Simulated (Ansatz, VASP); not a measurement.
## LiF in VASP and in Ansatz

```
Li F
1.0
     0.00000    2.11417    2.11417
     2.11417    0.00000    2.11417
     2.11417    2.11417    0.00000
Li F
1 1
Direct
  0.00000 0.00000 0.00000
  0.50000 0.50000 0.50000
```

Change from the starting cell: hydrostatic strain +6.0%.

Alike in both runs: task single point; functional r2SCAN; k mesh 10 × 10 × 10; no spin polarisation.

|  | VASP | Ansatz |
| --- | --- | --- |
| version | VASP 6.6.1 | Ansatz 0.2.0 |
| potentials or method | VASP PAW PBE potentials, release 64 (Li_sv, F_h) | plane waves, PAW |
| plane-wave cutoff (eV) | 1490 | 500 |
| occupations | gaussian, width 0.01 eV | fixed |
| valence electrons in the cell | 10 | 10 |

Ansatz gave:

```
gap on the k mesh at the Fermi level (eV) : 8.83
pressure (GPa)                            : -9.3
```

Task: Estimate VASP's values.

Result: gap on the k mesh at the Fermi level (eV): 8.96; pressure (GPa): -10.4.

VASP's potentials were made for PBE, not for r2SCAN.
